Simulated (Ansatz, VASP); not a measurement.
## One calculation of C, two programs

```
C
1.0
     0.00000    2.06963    3.23320
     1.19569    0.00000    3.23320
     1.19569    2.06963    0.00000
C
2
Direct
  0.15496 0.84504 0.15496
  0.84504 0.15496 0.84504
```

Alike in both runs: task single point; functional PBEsol; dispersion D3(BJ); k mesh 16 × 16 × 16; occupations gaussian, width 0.03 eV; no spin polarisation.

|  | VASP | Ansatz |
| --- | --- | --- |
| version | VASP 6.6.1 | Ansatz 0.2.0 |
| potentials or method | VASP PAW PBE potentials, release 64 (C), cutoff 520 eV | scalar-relativistic, plane waves, PAW |
| valence electrons in the cell | 8 | 8 |

Ansatz gave:

| Property | Result |
| --- | --- |
| gap on the k mesh at the Fermi level (eV) | none |
| rms of the force components (eV/Å) | 4.272 |

Q: Estimate VASP's values.

A: gap on the k mesh at the Fermi level (eV): none; rms of the force components (eV/Å): 4.283.

VASP's potentials were made for PBE, not for PBEsol, and Ansatz warns of the same on its side. Atom by atom the forces differ by 0.011 eV/Å (rms over components). A gap of «none» marks a metal or a gap that the smearing closes.
